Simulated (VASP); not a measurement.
# Ga3As2P (P3m1) in VASP: single point with PBE

Aim: the single point of Ga3As2P with PBE.

Everything below comes from runs of VASP 6.6.1. Logs are shortened: lines on timing, memory, paths and dates and some standing lists are left out, and cuts for length are marked.

## 1. The cell of the first run

The structure is trigonal, space group P3m1 (No. 156). The conventional cell has a = 4.005 Å, b = 4.005 Å, c = 9.815 Å, α = 90.00°, β = 90.00°, γ = 120.00°. Ga (site symmetry 3m) has 3 P at 2.43 Å and 1 As at 2.49 Å within 3.2 Å. Within 3.2 Å of Ga (site symmetry 3m) lie 1 P at 2.39 Å and 3 As at 2.47 Å. Ga (site symmetry 3m) has 4 As at 2.46 to 2.48 Å within 3.3 Å. P (site symmetry 3m) has 4 Ga at 2.39 to 2.43 Å within 3.2 Å. As (site symmetry 3m) has 4 Ga at 2.47 to 2.48 Å within 3.3 Å. As (site symmetry 3m) has 4 Ga at 2.46 to 2.49 Å within 3.3 Å.

## 2. Single point, PBE

INCAR

```
SYSTEM = Ga3As2P
PREC = Accurate ; ENCUT = 520
EDIFF = 1E-6 ; ISMEAR = 0
SIGMA = 0.02 ; LREAL = .FALSE.
LASPH = .TRUE. ; NELM = 80
ALGO = Normal ; ISIF = 2
LWAVE = .FALSE. ; LCHARG = .FALSE.
GGA = PE ; NBANDS = 36
```

KPOINTS

```
Automatic mesh
0
G
  12 12 4
  0 0 0
```

POSCAR

```
Ga3As2P
1.0
    4.0049452093      0.0000000000      0.0000000000
   -2.0024726046      3.4683842920      0.0000000000
    0.0000000000      0.0000000000      9.8151662000
Ga P As
3 1 2
Direct
    0.0000000000      0.0000000000      0.9934220000
    0.3333333333      0.6666666667      0.6733740000
    0.6666666667      0.3333333333      0.3335100000
    0.3333333333      0.6666666667      0.9166650000
    0.6666666667      0.3333333333      0.5862710000
    0.0000000000      0.0000000000      0.2467580000
```

Potentials or basis: VASP PAW PBE potentials, release 64 (Ga_d, P, As).

Run with:

```
$ cat potpaw_PBE.64/Ga_d/POTCAR potpaw_PBE.64/P/POTCAR potpaw_PBE.64/As/POTCAR > POTCAR
$ mpirun -np 1 vasp_std > vasp.out
```

OUTCAR:

```text
SYSTEM = Ga3As2P
   PREC = Accurate
   ENCUT = 520
   EDIFF = 1E-6
   ISMEAR = 0
   LREAL = .FALSE.
   LASPH = .TRUE.
   NELM = 80
   ISIF = 2
   GGA = PE

 ion  position               nearest neighbor table
   1  0.000  0.000  0.993-   4 2.43   4 2.43   4 2.43   6 2.49
   2  0.333  0.667  0.673-   4 2.39   5 2.47   5 2.47   5 2.47
   3  0.667  0.333  0.334-   6 2.46   6 2.46   6 2.46   5 2.48
   4  0.333  0.667  0.917-   2 2.39   1 2.43   1 2.43   1 2.43
   5  0.667  0.333  0.586-   2 2.47   2 2.47   2 2.47   3 2.48
   6  0.000  0.000  0.247-   3 2.46   3 2.46   3 2.46   1 2.49

  LATTYP: Found a hexagonal cell.
 ALAT       =     4.0049452093
 C/A-ratio  =     2.4507616677

  Lattice vectors:

 A1 = (   4.0049452093,   0.0000000000,   0.0000000000)
 A2 = (  -2.0024726046,   3.4683842920,   0.0000000000)
 A3 = (   0.0000000000,   0.0000000000,   9.8151662000)

Analysis of symmetry for initial positions (statically):
=====================================================================
 Subroutine PRICEL returns:
 Original cell was already a primitive cell.

 Routine SETGRP: Setting up the symmetry group for a
 hexagonal supercell.

 Subroutine GETGRP returns: Found  6 space group operations
 (whereof  6 operations were pure point group operations)
 out of a pool of 24 trial point group operations.

The static configuration has the point symmetry C_3v.

Analysis of symmetry for dynamics (positions and initial velocities):
=====================================================================
 Subroutine PRICEL returns:
 Original cell was already a primitive cell.

 Routine SETGRP: Setting up the symmetry group for a
 hexagonal supercell.

 Subroutine GETGRP returns: Found  6 space group operations
 (whereof  6 operations were pure point group operations)
 out of a pool of 24 trial point group operations.

The dynamic configuration has the point symmetry C_3v.

 Subroutine INISYM returns: Found  6 space group operations
 (whereof  6 operations are pure point group operations),
 and found     1 'primitive' translations

----------------------------------------------------------------------------------------

                                     Primitive cell

  volume of cell :     136.3394

  direct lattice vectors                    reciprocal lattice vectors
     4.004945209  0.000000000  0.000000000     0.249691306  0.144159343  0.000000000
    -2.002472605  3.468384292  0.000000000     0.000000000  0.288318686  0.000000000
     0.000000000  0.000000000  9.815166200     0.000000000  0.000000000  0.101883145

  length of vectors
     4.004945209  4.004945209  9.815166200     0.288318686  0.288318686  0.101883145

  position of ions in fractional coordinates (direct lattice)
     0.000000000  0.000000000  0.993422000
     0.333333333  0.666666667  0.673374000
     0.666666667  0.333333333  0.333510000
     0.333333333  0.666666667  0.916665000
     0.666666667  0.333333333  0.586271000
     0.000000000  0.000000000  0.246758000

  ion indices of the primitive-cell ions
   primitive index   ion index
                 1           1
                 2           2
                 3           3
                 4           4
                 5           5
                 6           6

----------------------------------------------------------------------------------------

 KPOINTS: Automatic mesh

Automatic generation of k-mesh.
 Grid dimensions read from file:
 generate k-points for:   12   12    4

 Generating k-lattice:

  Cartesian coordinates                     Fractional coordinates (reciprocal lattice)
     0.020807609  0.012013279  0.000000000     0.083333333  0.000000000  0.000000000
     0.000000000  0.024026557  0.000000000     0.000000000  0.083333333  0.000000000
     0.000000000  0.000000000  0.025470786     0.000000000  0.000000000  0.250000000

  Length of vectors
     0.024026557  0.024026557  0.025470786

  Shift w.r.t. Gamma in fractional coordinates (k-lattice)
     0.000000000  0.000000000  0.000000000

 Subroutine IBZKPT returns following result:
 ===========================================

 Found     69 irreducible k-points:

 Following reciprocal coordinates:
            Coordinates               Weight
  0.000000  0.000000  0.000000      1.000000
  0.083333  0.000000  0.000000      6.000000
  0.166667  0.000000  0.000000      6.000000
  0.250000  0.000000  0.000000      6.000000
  0.333333  0.000000  0.000000      6.000000
  0.416667 -0.000000  0.000000      6.000000
[... 16 lines left out ...]
  0.166667  0.000000  0.250000      6.000000
  0.000000  0.166667  0.250000      6.000000
 [... further k-points ...]
   k-points           NKPTS =     69   k-points in BZ     NKDIM =     69   number of bands    NBANDS=     36
   number of dos      NEDOS =    301   number of ions     NIONS =      6
   total plane-waves  NPLWV =  72000
   dimension x,y,z NGX =    30 NGY =   30 NGZ =   80
   dimension x,y,z NGXF=    60 NGYF=   60 NGZF=  160
   ions per type =               3   1   2
   NGX,Y,Z   is equivalent  to a cutoff of  12.45, 12.45, 13.55 a.u.
   NGXF,Y,Z  is equivalent  to a cutoff of  24.91, 24.91, 27.10 a.u.
 SYSTEM =  Ga3As2P
   PREC   = accura    normal or accurate (medium, high low for compatibility)
   ISTART =      0    job   : 0-new  1-cont  2-samecut
   ICHARG =      2    charge: 1-file 2-atom 10-const
   ISPIN  =      1    spin polarized calculation?
   LNONCOLLINEAR =      F non collinear calculations
   LSORBIT =      F    spin-orbit coupling
   LASPH  =      T    aspherical Exc in radial PAW
   ENCUT  =  520.0 eV  38.22 Ry    6.18 a.u.   7.45  7.45 18.25*2*pi/ulx,y,z
   NELM   =     80;   NELMIN=  2; NELMDL= -5     # of ELM steps
   EDIFF  = 0.1E-05   stopping-criterion for ELM
   LREAL  =      F    real-space projection
   EDIFFG = 0.1E-04   stopping-criterion for IOM
   NSW    =      0    number of steps for IOM
   IBRION =     -1    ionic relax: 0-MD 1-quasi-New 2-CG
   NFREE  =      0    steps in history (QN), initial steepest desc. (CG)
   ISIF   =      2    stress and relaxation
   ISYM   =      2    0-nonsym 1-usesym 2-fastsym
   POTIM  = 0.5000    time-step for ionic-motion
   TEBEG  =    0.0;   TEEND  =   0.0 temperature during run
   PSTRESS=    0.0 pullay stress
   NELECT =      54.0000    total number of electrons
   NUPDOWN=      -1.0000    fix difference up-down
   EMIN   =  10.00;   EMAX   =-10.00  energy-range for DOS
   EFERMI =   0.00;   METHOD = LEGACY
   ISMEAR =     0;   SIGMA  =   0.02  broadening in eV -4-tet -1-fermi 0-gaus
   EFERMI_NEDOS =   21; number of points for ismear=-14 and -15
   IALGO  =     38    algorithm
   IMIX   =      4    mixing-type and parameters
     AMIX     =   0.40;   BMIX     =  1.00
     AMIX_MAG =   1.60;   BMIX_MAG =  1.00
  volume/ion in A,a.u.               =      22.72       153.34
  Fermi-wavevector in a.u.,A,eV,Ry     =   1.202261  2.271945 19.666306  1.445433
  Thomas-Fermi vector in A             =   2.338048
   LORBIT       =      0    0 simple, 1 ext, 2 COOP (PROOUT), +10 PAW based schemes
   GGA     = PE    functional components
   LHFCALC =     F    Hartree Fock is set to
   AEXX    =    0.0000 exact exchange contribution
   IVDW    =     0    specifies the selected vdW correction
   LEPSILON=     F    determine dielectric tensor
   LRPA    =     F    only Hartree local field effects (RPA)
 non-spin polarized calculation
 Gauss-broadening in eV      SIGMA  =   0.02
  energy-cutoff  :      520.00
  volume of cell :      136.34
 maximum number of plane-waves:      3715
 NGX is ok and might be reduce to    30
   NGX = 15   NGY = 15   NGZ = 37

 number of electron      53.9999970 magnetization

 Free energy of the ion-electron system (eV)
  ---------------------------------------------------
  ext. energy  EPLUGINS =         0.00000000
  ---------------------------------------------------
  free energy    TOTEN  =       -25.62130970 eV

  energy without entropy =      -25.62130970  energy(sigma->0) =      -25.62130970

 E-fermi :   3.9362     XC(G=0):  -9.4812

 val. band max:        3.8413524848   @ k =   0.0000   0.0000   0.0000
 cond. band min:       4.3629954550   @ k =   0.0000   0.0000   0.0000
 fundamental gap:      0.5216429702
 Fermi energy:         3.9361792836

 k-point     1 :       0.0000    0.0000    0.0000
  band No.  band energies     occupation
      1     -11.0339      2.00000
      2     -10.9824      2.00000
      3     -10.9824      2.00000
      4     -10.9222      2.00000
      5     -10.9222      2.00000
      6     -10.9017      2.00000
[... 28 lines left out ...]
     35       8.3401      0.00000
     36       8.6536      0.00000

 k-point     2 :       0.0833    0.0000    0.0000
  band No.  band energies     occupation
      1     -11.0341      2.00000
      2     -10.9850      2.00000
      3     -10.9807      2.00000
      4     -10.9232      2.00000
      5     -10.9219      2.00000
      6     -10.9026      2.00000
[... 28 lines left out ...]
     35       8.4610      0.00000
     36       8.5836      0.00000

 k-point     3 :       0.1667    0.0000    0.0000
  band No.  band energies     occupation
      1     -11.0355      2.00000
      2     -10.9911      2.00000
      3     -10.9761      2.00000
      4     -10.9257      2.00000
      5     -10.9208      2.00000
      6     -10.9059      2.00000
[... 28 lines left out ...]
     35       8.7130      0.00000
     36       8.8957      0.00000
[... 742 lines left out ...]
 k-point    23 :       0.1667    0.0000    0.2500
  band No.  band energies     occupation
      1     -11.0356      2.00000
      2     -10.9911      2.00000
      3     -10.9761      2.00000
      4     -10.9257      2.00000
      5     -10.9209      2.00000
      6     -10.9049      2.00000
[... 28 lines left out ...]
     35       8.7083      0.00000
     36       9.1120      0.00000

 k-point    24 :       0.0000    0.1667    0.2500
  band No.  band energies     occupation
      1     -11.0357      2.00000
      2     -10.9910      2.00000
      3     -10.9761      2.00000
      4     -10.9256      2.00000
      5     -10.9208      2.00000
      6     -10.9048      2.00000
[... 28 lines left out ...]
     35       8.8527      0.00000
     36       8.8624      0.00000

 [... further k-points ...]

------------------------ aborting loop because EDIFF is reached ----------------------------------------

  FORCE on cell =-STRESS in cart. coord.  units (eV):
  Direction    XX          YY          ZZ          XY          YZ          ZX
  --------------------------------------------------------------------------------------
  -------------------------------------------------------------------------------------
  Total        0.0861316      0.0861316      0.0962752      0.0000000      0.0000000      0.0000000
  in kB        1.0121652      1.0121652      1.1313672      0.0000000      0.0000000      0.0000000
  external PRESSURE =       1.0518992 kB  Pullay stress =       0.0000000 kB

 VOLUME and BASIS-vectors are now :
 -----------------------------------------------------------------------------
  energy-cutoff  :      520.00
  volume of cell :      136.34
      direct lattice vectors                 reciprocal lattice vectors
     4.004945209  0.000000000  0.000000000     0.249691306  0.144159343  0.000000000
    -2.002472605  3.468384292  0.000000000     0.000000000  0.288318686  0.000000000
     0.000000000  0.000000000  9.815166200     0.000000000  0.000000000  0.101883145

 POSITION                                       TOTAL-FORCE (eV/Angst)
 -----------------------------------------------------------------------------------
      0.00000      0.00000      9.75060        -0.000000     -0.000000     -0.012823
     -0.00000      2.31226      6.60928        -0.000000      0.000000      0.010083
      2.00247      1.15613      3.27346         0.000000     -0.000000     -0.001660
     -0.00000      2.31226      8.99722         0.000000      0.000000      0.001035
      2.00247      1.15613      5.75435         0.000000      0.000000      0.002489
      0.00000      0.00000      2.42197         0.000000     -0.000000      0.000876
 -----------------------------------------------------------------------------------
    total drift:                                0.000005     -0.000003     -0.000231

  FREE ENERGIE OF THE ION-ELECTRON SYSTEM (eV)
  ---------------------------------------------------
  free  energy   TOTEN  =       -25.6213097036 eV

  energy  without entropy=      -25.6213097036  energy(sigma->0) =      -25.62130970
```

Wall time 5.5 min (1 thread of Intel Xeon Platinum 8375C at 2.90GHz (Ice Lake), shared host); peak memory 0.45 GiB.

What came out:

```
Free energy            : -25.6213 eV
Pressure               : 0.1 GPa
Largest force          : 0.013 eV/Å
Band gap on the k mesh : 0.52 eV, direct
```

Forces in eV/Å, atoms in the order of the input:
```
Ga   0.000  0.000 -0.013
Ga   0.000  0.000  0.010
Ga   0.000  0.000 -0.002
P    0.000  0.000  0.001
As   0.000  0.000  0.002
As   0.000  0.000  0.001
```
